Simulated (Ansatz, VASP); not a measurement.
One calculation of CoSi3, two programs

File INCAR:

```
ALGO = Normal ; EDIFF = 1E-7
EDIFFG = -0.04 ; ENCUT = 600
GGA = PE ; IBRION = 2
ISIF = 3 ; ISMEAR = 0
ISPIN = 2 ; LASPH = T
LCHARG = F ; LMAXMIX = 4
LORBIT = 11 ; LREAL = F
LWAVE = F ; MAGMOM = 0.23 0 0 0
NELM = 150 ; NSW = 90
PREC = Accurate ; SIGMA = 0.1
```

Contents of KPOINTS:

```
k-points
0
Gamma
  6 6 6
```

File POSCAR:

```
CoSi3
1.0
    3.7042658340      0.0000000000      0.0000000000
    0.0000000000      3.7042658340      0.0000000000
    0.0000000000      0.0000000000      3.7042658340
Co Si
1 3
Direct
    0.0000000000      0.0000000000      0.0000000000
    0.0000000000      0.5000000000      0.5000000000
    0.5000000000      0.0000000000      0.5000000000
    0.5000000000      0.5000000000      0.0000000000
```

Input for Ansatz:

```yaml
crystal:
  lattice:
    - [3.704265834, 0.0, 0.0]
    - [0.0, 3.704265834, 0.0]
    - [0.0, 0.0, 3.704265834]
  atoms:
    - { symbol: Co, position: [0.0, 0.0, 0.0], spin: 0.23 }
    - { symbol: Si, position: [0.0, 0.5, 0.5] }
    - { symbol: Si, position: [0.5, 0.0, 0.5] }
    - { symbol: Si, position: [0.5, 0.5, 0.0] }
basis:
  ecutwfc: 420
kpoints:
  mp_grid: { grid: [6, 6, 6] }
hamiltonian:
  xc: pbe
scf:
  occupations: { method: gaussian, width: 0.1 }
  lower_state_search: "off"
output:
  forces: true
  stress: true
  eigenvalues: true
  populations: true
magnetization:
  spin_polarized: true
relax:
  adjacent_minimum: "off"
  f_tol: 0.04
  max_steps: 70
  cell: { stress_tol: 0.4 }
```

Alike in both runs: task relaxation of cell and atoms; functional PBE; k mesh 6 × 6 × 6; occupations gaussian, width 0.1 eV; collinear spin.

|  | VASP | Ansatz |
| --- | --- | --- |
| version | VASP 6.6.1 | Ansatz 0.2.0 |
| potentials or method | VASP PAW PBE potentials, release 64 (Co, Si), cutoff 600 eV | scalar-relativistic, plane waves, PAW |
| valence electrons in the cell | 21 | 29 |

Ansatz gave:

| Property | Result |
| --- | --- |
| gap on the k mesh at the Fermi level, each at its own relaxed structure (eV) | none |
| net moment per atom (μB) | 0.13 |
| size of the moment on the site where the two differ most (μB) | 0.48 |
| relaxed volume (Å³/atom) | 12.46 |
| relaxed length of the cell vector where the two differ most in proportion (Å) | 3.680 |

**Question.** Which values does VASP return?

**Answer.** gap on the k mesh at the Fermi level, each at its own relaxed structure (eV): none; net moment per atom (μB): 0.13; size of the moment on the site where the two differ most (μB): 0.46; relaxed volume (Å³/atom): 12.46; relaxed length of the cell vector where the two differ most in proportion (Å): 3.680.

Site moments also hang on the region over which each program counts them. A gap of «none» marks a metal or a gap that the smearing closes. VASP's potentials hold 21 valence electrons a cell and Ansatz's 29, so a difference there can come from the potentials and not from the codes.
